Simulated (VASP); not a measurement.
# Ti2BeH6 (Fm-3m) in VASP: a series of runs, part 3 of 3

VASP 6.6.1.

## Step 5: Relaxation of cell and atoms, PBE

This run uses another cell than the first one, of 12.00 Å³/atom, 1.943 times its volume.

File INCAR:

```
PREC     = Accurate       # precision mode
ENCUT    = 600            # plane-wave cutoff, eV
EDIFF    = 1E-7           # SCF threshold, eV
ISMEAR   = 0              # smearing method
SIGMA    = 0.1            # smearing width, eV
LREAL    = F              # projectors in reciprocal space
LASPH    = T              # aspherical terms in the spheres
NELM     = 60             # most SCF steps
ALGO     = Normal         # electronic algorithm
ISIF     = 3              # what is computed and relaxed
LWAVE    = F              # write WAVECAR
LCHARG   = F              # write CHGCAR
GGA      = PE             # functional
IBRION   = 2              # ionic algorithm
NSW      = 90             # ionic steps
EDIFFG   = -0.04          # ionic threshold
```

File KPOINTS:

```
regular mesh
0
Gamma
  4 4 4
```

File POSCAR:

```
Ti2BeH6
1.0
    0.0000000000      3.7797944900      3.7797944900
    3.7797944900      0.0000000000      3.7797944900
    3.7797944900      3.7797944900      0.0000000000
Ti Be H
2 1 6
Direct
    0.2500000000      0.2500000000      0.2500000000
    0.7500000000      0.7500000000      0.7500000000
    0.0000000000      0.0000000000      0.0000000000
    0.7500000000      0.2500000000      0.2500000000
    0.2500000000      0.7500000000      0.7500000000
    0.2500000000      0.7500000000      0.2500000000
    0.7500000000      0.2500000000      0.7500000000
    0.2500000000      0.2500000000      0.7500000000
    0.7500000000      0.7500000000      0.2500000000
```

Potentials or basis: VASP PAW PBE potentials, release 64 (Ti_sv, Be, H).

Launch:

```bash
> cat potpaw_PBE.64/Ti_sv/POTCAR potpaw_PBE.64/Be/POTCAR potpaw_PBE.64/H/POTCAR > POTCAR
> mpirun -np 1 vasp_std > vasp.out
```

OUTCAR:

```text
PREC = Accurate
   ENCUT = 600
   EDIFF = 1E-7
   ISMEAR = 0
   LREAL = F
   LASPH = T
   NELM = 60
   ISIF = 3
   GGA = PE
   IBRION = 2
   NSW = 90
   EDIFFG = -0.04

 ion  position               nearest neighbor table
   1  0.250  0.250  0.250-
   2  0.750  0.750  0.750-
   3  0.000  0.000  0.000-
   4  0.750  0.250  0.250-
   5  0.250  0.750  0.750-
   6  0.250  0.750  0.250-
   7  0.750  0.250  0.750-
   8  0.250  0.250  0.750-
   9  0.750  0.750  0.250-

  LATTYP: Found a face centered cubic cell.
 ALAT       =     7.5595889800

  Lattice vectors:

 A1 = (   0.0000000000,   3.7797944900,   3.7797944900)
 A2 = (   3.7797944900,   0.0000000000,   3.7797944900)
 A3 = (   3.7797944900,   3.7797944900,   0.0000000000)

Analysis of symmetry for initial positions (statically):
=====================================================================
 Subroutine PRICEL returns:
 Original cell was already a primitive cell.

 Routine SETGRP: Setting up the symmetry group for a
 face centered cubic supercell.

 Subroutine GETGRP returns: Found 48 space group operations
[... 130 lines left out ...]
   EFERMI_NEDOS =   21; number of points for ismear=-14 and -15
   IALGO  =     38    algorithm
   IMIX   =      4    mixing-type and parameters
     AMIX     =   0.40;   BMIX     =  1.00
     AMIX_MAG =   1.60;   BMIX_MAG =  1.00
  volume/ion in A,a.u.               =      12.00        80.98
  Fermi-wavevector in a.u.,A,eV,Ry     =   1.091390  2.062428 16.206337  1.191132
  Thomas-Fermi vector in A             =   2.227634
   LORBIT       =      0    0 simple, 1 ext, 2 COOP (PROOUT), +10 PAW based schemes
   GGA     = PE    functional components
   LHFCALC =     F    Hartree Fock is set to
   AEXX    =    0.0000 exact exchange contribution
   IVDW    =     0    specifies the selected vdW correction
   LEPSILON=     F    determine dielectric tensor
   LRPA    =     F    only Hartree local field effects (RPA)
 conjugate gradient relaxation of ions
 non-spin polarized calculation
 Gauss-broadening in eV      SIGMA  =   0.10
  energy-cutoff  :      600.00
  volume of cell :      108.00
 maximum number of plane-waves:      3647
 NGX is ok and might be reduce to    48
   NGX = 21   NGY = 21   NGZ = 21

--------------------------------------- Ionic step        1  -------------------------------------------

 number of electron      32.0000000 magnetization

 Free energy of the ion-electron system (eV)
  ---------------------------------------------------
  ext. energy  EPLUGINS =         0.00000000
  ---------------------------------------------------
  free energy    TOTEN  =       -33.89064628 eV

  energy without entropy =      -33.83654562  energy(sigma->0) =      -33.86359595

 E-fermi :   2.6199     XC(G=0):  -8.7802

 val. band max:        2.6168172803   @ k =   0.5000   0.5000   0.0000
 cond. band min:       2.6553392018   @ k =  -0.2500   0.2500   0.0000
 fundamental gap:      0.0385219216
 Fermi energy:         2.6198512911
[... 931 lines left out ...]
--------------------------------------- Ionic step        9  -------------------------------------------

 number of electron      32.0000000 magnetization

 Free energy of the ion-electron system (eV)
  ---------------------------------------------------
  ext. energy  EPLUGINS =         0.00000000
  ---------------------------------------------------
  free energy    TOTEN  =       -40.48363178 eV

  energy without entropy =      -40.44516878  energy(sigma->0) =      -40.46440028

 E-fermi :   8.1558     XC(G=0): -11.4723

 val. band max:        8.0043590667   @ k =   0.5000   0.0000   0.0000
 cond. band min:       8.1559571170   @ k =   0.5000   0.2500   0.0000
 fundamental gap:      0.1515980503
 Fermi energy:         8.1558345422
[... 226 lines left out ...]
  FREE ENERGIE OF THE ION-ELECTRON SYSTEM (eV)
  ---------------------------------------------------
  free  energy   TOTEN  =       -40.4836317830 eV

  energy  without entropy=      -40.4451687834  energy(sigma->0) =      -40.46440028

 reached required accuracy - stopping structural energy minimisation
```

OSZICAR:

```text
N       E                     dE             d eps       ncg     rms          rms(c)
DAV:   1     0.299900176471E+03    0.29990E+03   -0.16860E+04   336   0.166E+03
DAV:   2    -0.383651686608E+01   -0.30374E+03   -0.29794E+03   352   0.448E+02
DAV:   3    -0.364213342874E+02   -0.32585E+02   -0.31925E+02   574   0.132E+02
[... 158 lines left out ...]
DAV:  10    -0.404836330026E+02   -0.11136E-05   -0.81882E-05   401   0.809E-02    0.301E-02
DAV:  11    -0.404836331137E+02   -0.11119E-06   -0.28873E-06   403   0.158E-02    0.219E-02
DAV:  12    -0.404836320363E+02    0.10775E-05   -0.59857E-06   375   0.201E-02    0.752E-03
DAV:  13    -0.404836318216E+02    0.21467E-06   -0.16461E-06   429   0.107E-02    0.249E-04
DAV:  14    -0.404836317830E+02    0.38600E-07   -0.25651E-08   173   0.166E-03
   9 F= -.40483632E+02 E0= -.40464400E+02  d E =-.226435E+00
```

It took 3.6 min on 1 thread of Intel Xeon 6975P-C (Granite Rapids), shared host; peak memory 0.36 GiB.

What came out:

| Item | Value |
| --- | --- |
| Free energy | -40.4836 eV |
| Relaxed volume | 6.15 Å³/atom |
| Relaxed cell | a = 4.279 Å, b = 4.279 Å, c = 4.279 Å, α = 60.00°, β = 60.00°, γ = 60.00° |
| Space group after relaxing (to 0.05 Å) | Fm-3m (No. 225) |
| Energy gained by relaxing | 732.6 meV/atom |
| Ionic steps | 9 |
| Pressure after relaxing | 0.4 GPa |
| Band gap on the k mesh | zero (band 16 reaches 9.83 eV, above the bottom of band 17 at 7.97 eV) |

The path:
| step | energy change (eV) | largest force (eV/Å) | pressure (GPa) | volume (Å³) |
| --- | --- | --- | --- | --- |
| 1 | 0.0000 | 0.6469 | -24.25 | 108.00 |
| 2 | -4.0274 | 0.1772 | -23.12 | 82.03 |
| 3 | -6.0745 | 0.4732 | -12.02 | 64.55 |
| 4 | -0.7277 | 3.1050 | 117.19 | 37.41 |
| 5 | -6.3235 | 0.6231 | -6.29 | 60.39 |
| 6 | -6.3692 | 0.7976 | -0.91 | 57.57 |
| 7 | -6.3666 | 0.7451 | -2.59 | 58.38 |
| 8 | -6.5301 | 0.3848 | -1.51 | 57.03 |
| 9 | -6.5930 | 0.0232 | 0.37 | 55.39 |

Final structure:
```
CELL_PARAMETERS angstrom
0.00000 3.02561 3.02561
3.02561 0.00000 3.02561
3.02561 3.02561 0.00000
ATOMIC_POSITIONS crystal
Ti 0.25000 0.25000 0.25000
Ti 0.75000 0.75000 0.75000
Be 0.00000 0.00000 0.00000
H 0.74219 0.25781 0.25781
H 0.25781 0.74219 0.74219
H 0.25781 0.74219 0.25781
H 0.74219 0.25781 0.74219
H 0.25781 0.25781 0.74219
H 0.74219 0.74219 0.25781
```

Caveat: the volume moved by over 15 % at a fixed basis, so the end points are rough.

## Step 6: Single point, PBE

File INCAR:

```
SYSTEM = Ti2BeH6
PREC     = Accurate       ! precision mode
ENCUT    = 520            ! plane-wave cutoff, eV
EDIFF    = 1E-6           ! SCF threshold, eV
ISMEAR   = 0              ! smearing method
SIGMA    = 0.1            ! smearing width, eV
LREAL    = .FALSE.        ! projectors in reciprocal space
LASPH    = .TRUE.         ! aspherical terms in the spheres
NELM     = 60             ! most SCF steps
ALGO     = Normal         ! electronic algorithm
ISIF     = 2              ! what is computed and relaxed
LWAVE    = .FALSE.        ! write WAVECAR
LCHARG   = .TRUE.         ! write CHGCAR
GGA      = PE             ! functional
LELF     = .TRUE.         ! ELF
LVHAR    = .TRUE.       
NBANDS   = 26             ! bands
```

File KPOINTS:

```
Automatic mesh
0
G
  10 10 10
  0 0 0
```

File POSCAR:

```
Ti2BeH6
1.0
    0.0000000000      3.0270992545      3.0270992545
    3.0270992545      0.0000000000      3.0270992545
    3.0270992545      3.0270992545      0.0000000000
Ti Be H
2 1 6
Direct
    0.2500000000      0.2500000000      0.2500000000
    0.7500000000      0.7500000000      0.7500000000
    0.0000000000      0.0000000000      0.0000000000
    0.7426132359      0.2573867641      0.2573867641
    0.2573867641      0.7426132359      0.7426132359
    0.2573867641      0.7426132359      0.2573867641
    0.7426132359      0.2573867641      0.7426132359
    0.2573867641      0.2573867641      0.7426132359
    0.7426132359      0.7426132359      0.2573867641
```

Potentials or basis: VASP PAW PBE potentials, release 64 (Ti_sv, Be, H).

Launch:

```bash
> cat potpaw_PBE.64/Ti_sv/POTCAR potpaw_PBE.64/Be/POTCAR potpaw_PBE.64/H/POTCAR > POTCAR
> mpirun -np 1 vasp_std > vasp.out
```

Run time: 30 s. Hardware: 1 thread of Intel Xeon 6975P-C (Granite Rapids), shared host; peak memory 0.21 GiB.

Results (log left out):

- Free energy: -40.4368 eV
- Pressure: -0.1 GPa
- Band gap on the k mesh: zero (band 16 reaches 9.84 eV, above the bottom of band 17 at 7.83 eV)

Levels at points of the mesh, in eV from the Fermi level:
```tsv
k point	band 13	band 14	band 15	band 16	band 17	band 18	band 19	band 20
(0.00, 0.00, 0.00)	-4.27	-4.27	1.64	1.64	1.64	1.88	2.60	2.60
(0.50, 0.00, 0.00)	-4.71	-4.71	-0.62	-0.19	-0.02	-0.02	0.03	0.03
(0.50, 0.50, 0.00)	-6.49	-2.02	-1.44	-0.74	-0.21	-0.21	0.41	0.41
```

## Step 7: Summary

| task | cell | k mesh | cutoff (eV) | gap on the mesh (eV) | pressure (GPa) |
| --- | --- | --- | --- | --- | --- |
| single point | a = 4.284 Å, angles 60.0°, 9 atoms | 4 × 4 × 4 | 520 | none | -0.2 |
| single point | a = 5.345 Å, angles 60.0°, 9 atoms | 4 × 4 × 4 | 520 | none | -24.3 |
| single point | a = 4.284 Å, angles 60.0°, 9 atoms | 6 × 6 × 6 | 520 | none | -0.2 |
| relaxation of cell and atoms | relaxed from a = 5.345 Å, angles 60.0°, 9 atoms | 4 × 4 × 4 | 600 | none | 0.4 |
| single point | a = 4.281 Å, angles 60.0°, 9 atoms | 10 × 10 × 10 | 520 | none | -0.1 |

Alike in all rows: level PBE; potentials or basis VASP PAW PBE potentials, release 64 (Ti_sv, Be, H); no spin polarisation; smearing gaussian 0.1 eV.

Caveats: some runs use coarse meshes; the volume moved by over 15 % at a fixed basis, so the end points are rough (some runs).

Absolute energies hang on the potentials; compare differences alone.
